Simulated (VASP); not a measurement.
Crystal: InP.

```
CELL_PARAMETERS angstrom
0.00000 2.99809 2.90389
2.99809 0.00000 2.90389
2.99809 2.99809 0.00000
ATOMIC_POSITIONS crystal
In 0.00000 0.00000 0.00000
P 0.25000 0.25000 0.25000
```

This cell differs from its parent crystal: epitaxial xy strain +1.5%.

Base run:

```yaml
Program: VASP 6.6.1
Functional: r2SCAN
Potentials_or_basis: VASP PAW PBE potentials, release 64 (In_d, P)
Cutoff: 520 eV
k_mesh: 8 × 8 × 8
Occupations: gaussian, width 0.01 eV
Spin: no spin polarisation
```

Its results: band gap on the k mesh 0.85 eV, direct; pressure -1.0 GPa.

Problem. The run is repeated on the same cell with these changes: functional from r2SCAN to PBE; k mesh from 8 × 8 × 8 to 4 × 4 × 4. What comes out?

Solution. Band gap on the k mesh 0.40 eV, direct; pressure 0.9 GPa.

Several settings changed at once, so the effect can't be laid on one alone.

Caveats: some runs use coarse meshes; spin-orbit coupling is left out, which moves the levels of the heavy elements; the PAW data sets were made with another functional, which shifts forces and pressure a little (some runs).

